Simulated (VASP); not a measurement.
BeTeS3, 5 atoms in the cell. Symmetry: P-6m2, No. 187, hexagonal system. Conventional cell: a = 3.569 Å, b = 3.569 Å, c = 11.813 Å, α = 90.00°, β = 90.00°, γ = 120.00°. Be (site symmetry -6m2) has 3 S at 2.06 Å within 2.7 Å. Within 3.6 Å of Te (site symmetry -6m2) lie 6 S at 2.70 Å and 6 Te at 3.57 Å. Within 3.6 Å of S (site symmetry 3m) lie 3 Te at 2.70 Å and 7 S at 3.49 to 3.57 Å. S (site symmetry -6m2) has 3 Be at 2.06 Å within 2.7 Å. The cell was generated, and may not be a known phase.

- Program: VASP 6.6.1
- Task: relaxation of cell and atoms
- Functional: PBE
- Potentials or basis: VASP PAW PBE potentials, release 64 (Be, Te, S)
- Cutoff: 600 eV
- k mesh: 12 × 12 × 4
- Occupations: gaussian, width 0.02 eV
- Spin: no spin polarisation
- Dipole correction: no
- Further INCAR settings: ALGO = Normal; EDIFF = 1e-06; IBRION = 2; EDIFFG = -0.01; NSW = 100; ISIF = 3

Potentials or basis: VASP PAW PBE potentials, release 64 (Be, Te, S).

Run with:

```sh
$ cat potpaw_PBE.64/Be/POTCAR potpaw_PBE.64/Te/POTCAR potpaw_PBE.64/S/POTCAR > POTCAR
$ mpirun -np 1 vasp_std > vasp.out
```

Hardware: 1 thread of Oxide Virtual Turin-like Processor (shared host).

Problem. Estimate the wall time of this run.

Solution. Wall time 5.9 min on 1 thread of Oxide Virtual Turin-like Processor, with other jobs on the host, peak memory 0.37 GiB. Counts: scf iterations 29, k points 57, ion steps 3.
